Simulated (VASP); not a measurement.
# AlNi3 (Pm-3m) in VASP: further runs

The runs below take AlNi3 through single point, with PBE.

Everything below comes from runs of VASP 6.6.1. Logs are shortened: lines on timing, memory, paths and dates and some standing lists are left out, and cuts for length are marked.

## (1) The cell of the first run

Symmetry: Pm-3m, No. 221, cubic system. Conventional cell: a = 3.523 Å, b = 3.523 Å, c = 3.523 Å, α = 90.00°, β = 90.00°, γ = 90.00°. Within 3.3 Å of Ni (site symmetry 4/mmm) lie 8 Ni at 2.49 Å and 4 Al at 2.49 Å. Within 3.3 Å of Al (site symmetry m-3m) lie 12 Ni at 2.49 Å.

## (2) Single point, PBE, collinear spin, ferromagnetic start

Input file INCAR:

```
  PREC = Accurate
  ENCUT = 520
  EDIFF = 1E-6
  ISMEAR = 0
  SIGMA = 0.013000000000000001
  LREAL = F
  LASPH = T
  NELM = 150
  ALGO = Normal
  ISIF = 2
  LWAVE = F
  LCHARG = F
  ISPIN = 2
  MAGMOM = 1 1 1 0
  LORBIT = 11
  LMAXMIX = 4
  GGA = PE
  NBANDS = 28
```

Input file KPOINTS:

```
Automatic mesh
0
Gamma
  8 8 8
```

Input file POSCAR:

```
AlNi3
1.0
    3.5230547267      0.0000000000      0.0000000000
    0.0000000000      3.5230547267      0.0000000000
    0.0000000000      0.0000000000      3.5230547267
Ni Al
3 1
Direct
    0.5000000000      0.5000000000      0.0000000000
    0.5000000000      0.0000000000      0.5000000000
    0.0000000000      0.5000000000      0.5000000000
    0.0000000000      0.0000000000      0.0000000000
```

Potentials or basis: VASP PAW PBE potentials, release 64 (Ni, Al).

Command:

```bash
$ cat potpaw_PBE.64/Ni/POTCAR potpaw_PBE.64/Al/POTCAR > POTCAR
$ mpirun -np 1 vasp_std > vasp.out
```

OUTCAR:

```text
PREC = Accurate
   ENCUT = 520
   EDIFF = 1E-6
   ISMEAR = 0
   LREAL = F
   LASPH = T
   NELM = 150
   ISIF = 2
   ISPIN = 2
   LORBIT = 11
   GGA = PE

 ion  position               nearest neighbor table
   1  0.500  0.500  0.000-   2 2.49   3 2.49   4 2.49   2 2.49   3 2.49   2 2.49   4 2.49   2 2.49
                             3 2.49   4 2.49   3 2.49   4 2.49
   2  0.500  0.000  0.500-   1 2.49   3 2.49   4 2.49   1 2.49   4 2.49   1 2.49   3 2.49   1 2.49
                             3 2.49   4 2.49   4 2.49   3 2.49
   3  0.000  0.500  0.500-   1 2.49   2 2.49   4 2.49   1 2.49   4 2.49   2 2.49   4 2.49   4 2.49
                             1 2.49   2 2.49   1 2.49   2 2.49
   4  0.000  0.000  0.000-   1 2.49   2 2.49   3 2.49   2 2.49   3 2.49   1 2.49   3 2.49   3 2.49
                             1 2.49   2 2.49   2 2.49   1 2.49

  LATTYP: Found a simple cubic cell.
 ALAT       =     3.5230547267

  Lattice vectors:

 A1 = (   3.5230547267,   0.0000000000,   0.0000000000)
 A2 = (   0.0000000000,   3.5230547267,   0.0000000000)
 A3 = (   0.0000000000,   0.0000000000,   3.5230547267)

Analysis of symmetry for initial positions (statically):
=====================================================================
 Subroutine PRICEL returns:
 Original cell was already a primitive cell.

 Routine SETGRP: Setting up the symmetry group for a
 simple cubic supercell.

 Subroutine GETGRP returns: Found 48 space group operations
 (whereof 48 operations were pure point group operations)
 out of a pool of 48 trial point group operations.

The static configuration has the point symmetry O_h .

Analysis of symmetry for dynamics (positions and initial velocities):
=====================================================================
 Subroutine PRICEL returns:
 Original cell was already a primitive cell.

 Routine SETGRP: Setting up the symmetry group for a
 simple cubic supercell.

 Subroutine GETGRP returns: Found 48 space group operations
 (whereof 48 operations were pure point group operations)
 out of a pool of 48 trial point group operations.

The dynamic configuration has the point symmetry O_h .

Analysis of structural, dynamic, and magnetic symmetry:
=====================================================================
 Subroutine PRICEL returns:
 Original cell was already a primitive cell.

 Routine SETGRP: Setting up the symmetry group for a
 simple cubic supercell.

 Subroutine GETGRP returns: Found 48 space group operations
 (whereof 48 operations were pure point group operations)
 out of a pool of 48 trial point group operations.

The overall configuration has the point symmetry O_h .

 Subroutine INISYM returns: Found 48 space group operations
 (whereof 48 operations are pure point group operations),
 and found     1 'primitive' translations

----------------------------------------------------------------------------------------

                                     Primitive cell

  volume of cell :      43.7279

  direct lattice vectors                    reciprocal lattice vectors
     3.523054727  0.000000000  0.000000000     0.283844583  0.000000000  0.000000000
     0.000000000  3.523054727  0.000000000     0.000000000  0.283844583  0.000000000
     0.000000000  0.000000000  3.523054727     0.000000000  0.000000000  0.283844583

  length of vectors
     3.523054727  3.523054727  3.523054727     0.283844583  0.283844583  0.283844583

  position of ions in fractional coordinates (direct lattice)
     0.500000000  0.500000000  0.000000000
     0.500000000  0.000000000  0.500000000
     0.000000000  0.500000000  0.500000000
     0.000000000  0.000000000  0.000000000

  ion indices of the primitive-cell ions
   primitive index   ion index
                 1           1
                 2           2
                 3           3
                 4           4

----------------------------------------------------------------------------------------

 KPOINTS: Automatic mesh

Automatic generation of k-mesh.
 Grid dimensions read from file:
 generate k-points for:    8    8    8

 Generating k-lattice:

  Cartesian coordinates                     Fractional coordinates (reciprocal lattice)
     0.035480573  0.000000000  0.000000000     0.125000000  0.000000000  0.000000000
     0.000000000  0.035480573  0.000000000     0.000000000  0.125000000  0.000000000
     0.000000000  0.000000000  0.035480573     0.000000000  0.000000000  0.125000000

  Length of vectors
     0.035480573  0.035480573  0.035480573

  Shift w.r.t. Gamma in fractional coordinates (k-lattice)
     0.000000000  0.000000000  0.000000000

 Subroutine IBZKPT returns following result:
 ===========================================

 Found     35 irreducible k-points:

 Following reciprocal coordinates:
            Coordinates               Weight
  0.000000  0.000000  0.000000      1.000000
  0.125000  0.000000  0.000000      6.000000
  0.250000  0.000000  0.000000      6.000000
  0.375000  0.000000  0.000000      6.000000
  0.500000  0.000000  0.000000      3.000000
  0.125000  0.125000  0.000000     12.000000
[... 16 lines left out ...]
  0.375000  0.375000  0.125000     24.000000
  0.500000  0.375000  0.125000     24.000000
 [... further k-points ...]
   k-points           NKPTS =     35   k-points in BZ     NKDIM =     35   number of bands    NBANDS=     28
   number of dos      NEDOS =    301   number of ions     NIONS =      4
   total plane-waves  NPLWV =  21952
   dimension x,y,z NGX =    28 NGY =   28 NGZ =   28
   dimension x,y,z NGXF=    56 NGYF=   56 NGZF=   56
   ions per type =               3   1
   NGX,Y,Z   is equivalent  to a cutoff of  13.21, 13.21, 13.21 a.u.
   NGXF,Y,Z  is equivalent  to a cutoff of  26.43, 26.43, 26.43 a.u.
 SYSTEM =  unknown system
   PREC   = accura    normal or accurate (medium, high low for compatibility)
   ISTART =      0    job   : 0-new  1-cont  2-samecut
   ICHARG =      2    charge: 1-file 2-atom 10-const
   ISPIN  =      2    spin polarized calculation?
   LNONCOLLINEAR =      F non collinear calculations
   LSORBIT =      F    spin-orbit coupling
   LASPH  =      T    aspherical Exc in radial PAW
   ENCUT  =  520.0 eV  38.22 Ry    6.18 a.u.   6.55  6.55  6.55*2*pi/ulx,y,z
   NELM   =    150;   NELMIN=  2; NELMDL= -5     # of ELM steps
   EDIFF  = 0.1E-05   stopping-criterion for ELM
   LREAL  =      F    real-space projection
   EDIFFG = 0.1E-04   stopping-criterion for IOM
   NSW    =      0    number of steps for IOM
   IBRION =     -1    ionic relax: 0-MD 1-quasi-New 2-CG
   NFREE  =      0    steps in history (QN), initial steepest desc. (CG)
   ISIF   =      2    stress and relaxation
   ISYM   =      2    0-nonsym 1-usesym 2-fastsym
   POTIM  = 0.5000    time-step for ionic-motion
   TEBEG  =    0.0;   TEEND  =   0.0 temperature during run
   PSTRESS=    0.0 pullay stress
   NELECT =      33.0000    total number of electrons
   NUPDOWN=      -1.0000    fix difference up-down
   EMIN   =  10.00;   EMAX   =-10.00  energy-range for DOS
   EFERMI =   0.00;   METHOD = LEGACY
   ISMEAR =     0;   SIGMA  =   0.01  broadening in eV -4-tet -1-fermi 0-gaus
   EFERMI_NEDOS =   21; number of points for ismear=-14 and -15
   IALGO  =     38    algorithm
   IMIX   =      4    mixing-type and parameters
     AMIX     =   0.40;   BMIX     =  1.00
     AMIX_MAG =   1.60;   BMIX_MAG =  1.00
  volume/ion in A,a.u.               =      10.93        73.77
  Fermi-wavevector in a.u.,A,eV,Ry     =   1.490482  2.816603 30.225843  2.221537
  Thomas-Fermi vector in A             =   2.603258
   LORBIT       =     11    0 simple, 1 ext, 2 COOP (PROOUT), +10 PAW based schemes
   GGA     = PE    functional components
   LHFCALC =     F    Hartree Fock is set to
   AEXX    =    0.0000 exact exchange contribution
   IVDW    =     0    specifies the selected vdW correction
   LEPSILON=     F    determine dielectric tensor
   LRPA    =     F    only Hartree local field effects (RPA)
 spin polarized calculation
 Gauss-broadening in eV      SIGMA  =   0.01
  energy-cutoff  :      520.00
  volume of cell :       43.73
 maximum number of plane-waves:      1208
 NGX is ok and might be reduce to    28
   NGX = 13   NGY = 13   NGZ = 13

 number of electron      32.9999980 magnetization       0.7519084

 Free energy of the ion-electron system (eV)
  ---------------------------------------------------
  ext. energy  EPLUGINS =         0.00000000
  ---------------------------------------------------
  free energy    TOTEN  =       -21.85676527 eV

  energy without entropy =      -21.85648722  energy(sigma->0) =      -21.85662625

 E-fermi :   9.9237     XC(G=0): -12.8543

 val. band max:        9.9226883715   @ k =   0.2500   0.2500   0.0000
 cond. band min:       9.9483800190   @ k =   0.3750   0.3750   0.3750
 fundamental gap:      0.0256916475
 Fermi energy:         9.9237257532

 spin component 1

 k-point     1 :       0.0000    0.0000    0.0000
  band No.  band energies     occupation
      1      -0.2323      1.00000
      2       5.4478      1.00000
      3       6.1308      1.00000
      4       6.1308      1.00000
      5       6.4875      1.00000
      6       6.4875      1.00000
[... 20 lines left out ...]
     27      24.1640      0.00000
     28      24.1640      0.00000

 k-point     2 :       0.1250    0.0000    0.0000
  band No.  band energies     occupation
      1      -0.0374      1.00000
      2       5.5021      1.00000
      3       6.0193      1.00000
      4       6.2536      1.00000
      5       6.5210      1.00000
      6       6.5210      1.00000
[... 20 lines left out ...]
     27      23.5430      0.00000
     28      23.5430      0.00000

 k-point     3 :       0.2500    0.0000    0.0000
  band No.  band energies     occupation
      1       0.5369      1.00000
      2       5.2319      1.00000
      3       5.9365      1.00000
      4       6.5891      1.00000
      5       6.6126      1.00000
      6       6.6126      1.00000
[... 616 lines left out ...]
      3       5.2508      1.00000
      4       6.6438      1.00000
      5       6.7969      1.00000
      6       7.0432      1.00000
[... 20 lines left out ...]
     27      24.1524      0.00000
     28      26.1094      0.00000

 k-point    24 :       0.5000    0.3750    0.1250
  band No.  band energies     occupation
      1       3.7155      1.00000
      2       4.5833      1.00000
      3       5.4725      1.00000
      4       6.5817      1.00000
      5       6.8308      1.00000
      6       7.1610      1.00000
[... 20 lines left out ...]
     27      25.0026      0.00000
     28      25.2624      0.00000

 [... further k-points ...]

 spin component 2

 k-point     1 :       0.0000    0.0000    0.0000
  band No.  band energies     occupation
      1      -0.2657      1.00000
      2       5.5268      1.00000
      3       6.2932      1.00000
      4       6.2932      1.00000
      5       6.7916      1.00000
      6       6.7916      1.00000
[... 20 lines left out ...]
     27      24.1614      0.00000
     28      24.1614      0.00000

 k-point     2 :       0.1250    0.0000    0.0000
  band No.  band energies     occupation
      1      -0.0708      1.00000
      2       5.5783      1.00000
      3       6.1624      1.00000
      4       6.4192      1.00000
      5       6.8163      1.00000
      6       6.8163      1.00000
[... 20 lines left out ...]
     27      23.5366      0.00000
     28      23.5366      0.00000

 k-point     3 :       0.2500    0.0000    0.0000
  band No.  band energies     occupation
      1       0.5034      1.00000
      2       5.2784      1.00000
      3       6.0444      1.00000
      4       6.7643      1.00000
      5       6.8789      1.00000
      6       6.8789      1.00000
[... 616 lines left out ...]
      3       5.3013      1.00000
      4       6.7688      1.00000
      5       6.9389      1.00000
      6       7.2836      1.00000
[... 20 lines left out ...]
     27      24.1278      0.00000
     28      26.1230      0.00000

 k-point    24 :       0.5000    0.3750    0.1250
  band No.  band energies     occupation
      1       3.6984      1.00000
      2       4.6045      1.00000
      3       5.5492      1.00000
      4       6.7151      1.00000
      5       6.9435      1.00000
      6       7.4057      1.00000
[... 20 lines left out ...]
     27      24.9751      0.00000
     28      25.2869      0.00000

 [... further k-points ...]
[... 5 lines left out ...]
  --------------------------------------------------------------------------------------
  -------------------------------------------------------------------------------------
  Total        2.0117825      2.0117825      2.0117825     -0.0000000     -0.0000000      0.0000000
  in kB       73.7111920     73.7111920     73.7111920     -0.0000000     -0.0000000      0.0000000
  external PRESSURE =      73.7111920 kB  Pullay stress =       0.0000000 kB

 VOLUME and BASIS-vectors are now :
 -----------------------------------------------------------------------------
  energy-cutoff  :      520.00
  volume of cell :       43.73
      direct lattice vectors                 reciprocal lattice vectors
     3.523054727  0.000000000  0.000000000     0.283844583  0.000000000  0.000000000
     0.000000000  3.523054727  0.000000000     0.000000000  0.283844583  0.000000000
     0.000000000  0.000000000  3.523054727     0.000000000  0.000000000  0.283844583

 POSITION                                       TOTAL-FORCE (eV/Angst)
 -----------------------------------------------------------------------------------
      1.76153      1.76153      0.00000         0.000000      0.000000      0.000000
      1.76153      0.00000      1.76153         0.000000      0.000000      0.000000
      0.00000      1.76153      1.76153         0.000000      0.000000      0.000000
      0.00000      0.00000      0.00000         0.000000      0.000000      0.000000
 -----------------------------------------------------------------------------------
    total drift:                                0.000000      0.000000      0.000000

  FREE ENERGIE OF THE ION-ELECTRON SYSTEM (eV)
  ---------------------------------------------------
  free  energy   TOTEN  =       -21.8567652749 eV

  energy  without entropy=      -21.8564872247  energy(sigma->0) =      -21.85662625

 total charge

# of ion       s       p       d       tot
------------------------------------------
    1        0.507   0.546   8.394   9.448
    2        0.507   0.546   8.394   9.448
    3        0.507   0.546   8.394   9.448
    4        0.413   0.405   0.000   0.818
--------------------------------------------------
tot          1.935   2.044  25.182  29.161

 magnetization (x)

# of ion       s       p       d       tot
------------------------------------------
    1       -0.003  -0.011   0.283   0.268
    2       -0.003  -0.011   0.283   0.268
    3       -0.003  -0.011   0.283   0.268
    4       -0.001  -0.008   0.000  -0.009
--------------------------------------------------
tot         -0.011  -0.043   0.850   0.796
```

Run time: 52 s. Hardware: 1 thread of AMD EPYC 9R45 (Zen 5), shared host; peak memory 0.18 GiB.

Results:

- Free energy: -21.8568 eV
- Pressure: 7.4 GPa
- Net moment: 0.75 μB per cell
- Site moments: Ni +0.27; Al -0.01 μB
- Valence electrons inside the program's atomic spheres: Ni 9.45; Al 0.82

Levels at points of the mesh, in eV from the Fermi level:
Spin up:
| k point | band 13 | band 14 | band 15 | band 16 | band 17 | band 18 | band 19 | band 20 | band 21 | band 22 |
| --- | --- | --- | --- | --- | --- | --- | --- | --- | --- | --- |
| (0.00, 0.00, 0.00) | -0.27 | -0.09 | -0.09 | -0.09 | 0.89 | 0.89 | 0.89 | 6.73 | 6.73 | 7.58 |
| (0.50, 0.00, 0.00) | -1.27 | -1.21 | -1.08 | -0.52 | -0.09 | 5.66 | 5.66 | 5.69 | 5.69 | 6.55 |
| (0.50, 0.50, 0.00) | -1.35 | -1.23 | -1.03 | -0.99 | -0.59 | 0.87 | 0.87 | 8.32 | 8.32 | 8.38 |
| (0.50, 0.50, 0.50) | -1.34 | -1.10 | -1.10 | -0.27 | -0.27 | -0.27 | -0.20 | 3.58 | 4.16 | 4.16 |
Spin down:
```tsv
k point	band 12	band 13	band 14	band 15	band 16	band 17	band 18	band 19	band 20	band 21
(0.00, 0.00, 0.00)	-0.40	0.03	0.38	0.38	0.38	0.85	0.85	0.85	6.82	6.82
(0.50, 0.00, 0.00)	-1.06	-0.94	-0.94	-0.83	-0.32	0.38	5.71	5.71	5.74	5.74
(0.50, 0.50, 0.00)	-1.17	-1.17	-1.11	-0.80	-0.59	-0.45	1.18	1.18	8.36	8.36
(0.50, 0.50, 0.50)	-1.19	-1.19	-0.91	-0.91	-0.23	0.13	0.13	0.13	3.67	4.38
```

## (3) Single point, PBE, collinear spin, ferromagnetic start

Changes to INCAR since step 2:

```diff
@@ -4,3 +4,3 @@
   ISMEAR = 0
-  SIGMA = 0.013000000000000001
+  SIGMA = 0.014
   LREAL = F
```

KPOINTS is that of step 2.

POSCAR is that of step 2.

Potentials or basis: VASP PAW PBE potentials, release 64 (Ni, Al).

Command:

```bash
$ cat potpaw_PBE.64/Ni/POTCAR potpaw_PBE.64/Al/POTCAR > POTCAR
$ mpirun -np 1 vasp_std > vasp.out
```

It took 50 s on 1 thread of AMD EPYC 9R45 (Zen 5), shared host; peak memory 0.18 GiB.

It converged, with:

```yaml
Free_energy: -21.8568 eV
Pressure: 7.4 GPa
Net_moment: 0.75 μB per cell
Site_moments: Ni +0.27; Al -0.01 μB
Valence_electrons_inside_the_program's_atomic_spheres: Ni 9.45; Al 0.82
```

Levels at points of the mesh, in eV from the Fermi level:
Spin up:
```
           k point  band 13  band 14  band 15  band 16  band 17  band 18  band 19  band 20  band 21  band 22
(0.00, 0.00, 0.00)    -0.27    -0.09    -0.09    -0.09     0.89     0.89     0.89     6.73     6.73     7.58
(0.50, 0.00, 0.00)    -1.27    -1.21    -1.08    -0.52    -0.09     5.66     5.66     5.69     5.69     6.55
(0.50, 0.50, 0.00)    -1.35    -1.23    -1.03    -1.00    -0.59     0.87     0.87     8.32     8.32     8.38
(0.50, 0.50, 0.50)    -1.34    -1.10    -1.10    -0.27    -0.27    -0.27    -0.20     3.57     4.16     4.16
```
Spin down:
```tsv
k point	band 12	band 13	band 14	band 15	band 16	band 17	band 18	band 19	band 20	band 21
(0.00, 0.00, 0.00)	-0.40	0.03	0.38	0.38	0.38	0.85	0.85	0.85	6.82	6.82
(0.50, 0.00, 0.00)	-1.06	-0.94	-0.94	-0.83	-0.32	0.38	5.71	5.71	5.74	5.74
(0.50, 0.50, 0.00)	-1.17	-1.17	-1.11	-0.80	-0.59	-0.45	1.18	1.18	8.36	8.36
(0.50, 0.50, 0.50)	-1.19	-1.19	-0.91	-0.91	-0.23	0.13	0.13	0.13	3.67	4.38
```

(Continued in part 2 of 2.)
